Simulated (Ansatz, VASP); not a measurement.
## CdSe: VASP beside Ansatz

File INCAR:

```
SYSTEM = CdSe
  PREC = Accurate
  ENCUT = 520
  EDIFF = 1E-7
  ISMEAR = -1
  SIGMA = 0.08
  LREAL = .False.
  LASPH = .True.
  NELM = 80
  ALGO = Normal
  ISIF = 2
  LWAVE = .False.
  LCHARG = .False.
  GGA = PS
  NBANDS = 16
```

KPOINTS

```
regular mesh
0
Gamma
  11 11 11
  0 0 0
```

Contents of POSCAR:

```
CdSe
1.0
    0.0000000000      2.4915228335      2.4915228335
    2.4915228335      0.0000000000      2.4915228335
    2.4915228335      2.4915228335      0.0000000000
Cd Se
1 1
Direct
    0.0000000000      0.0000000000      0.0000000000
    0.2500000000      0.2500000000      0.2500000000
```

Input for Ansatz:

```yaml
crystal:
  lattice:
    - [0.0, 2.4915228335, 2.4915228335]
    - [2.4915228335, 0.0, 2.4915228335]
    - [2.4915228335, 2.4915228335, 0.0]
  atoms:
    - { symbol: Cd, position: [0.0, 0.0, 0.0] }
    - { symbol: Se, position: [0.25, 0.25, 0.25] }
kpoints:
  mp_grid: { grid: [11, 11, 11] }
  band_path:
    path:
      - [0.0, 0.0, 0.0]
      - [-0.5, -0.5, 0.0]
      - [-0.375, -0.375, 0.25]
      - [-0.375, 0.0, 0.375]
      - [0.0, 0.0, 0.0]
      - [0.0, 0.0, 0.5]
      - [-0.5, -0.25, 0.25]
      - [-0.5, -0.5, 0.0]
    npoints: 8
scf:
  occupations: { method: fermi_dirac, width: 0.08 }
hamiltonian:
  xc: pbesol
  pseudopotentials: { kind: all_electron, lapw: { basis_error: 0.001 } }
output:
  forces: true
  stress: true
  eigenvalues: true
  populations: true
  dos: { projected: true, de: 0.2, e_range: [-14, 8] }
```

Change from the starting cell: volume scaled by 0.55, LAPW.

Alike in both runs: task single point; functional PBEsol; k mesh 11 × 11 × 11; occupations fermi-dirac, width 0.08 eV; no spin polarisation.

```csv
,VASP,Ansatz
version,VASP 6.6.1,Ansatz 0.2.0
potentials or method,"VASP PAW PBE potentials, release 64 (Cd, Se), cutoff 520 eV","all-electron LAPW, scalar-relativistic"
```

Ansatz gave:

| Item | Value |
| --- | --- |
| pressure (GPa) | 126.1 |

Task: Which values does VASP return?

Result: Pressure (GPa): 130.3.

VASP's potentials were made for PBE, not for PBEsol. Both programs put the cell under a high pressure, so it lies far from rest at this level. Ansatz ran all-electron here, and VASP with PAW potentials.

Noted on VASP's run: the cell as given lies far from equilibrium.
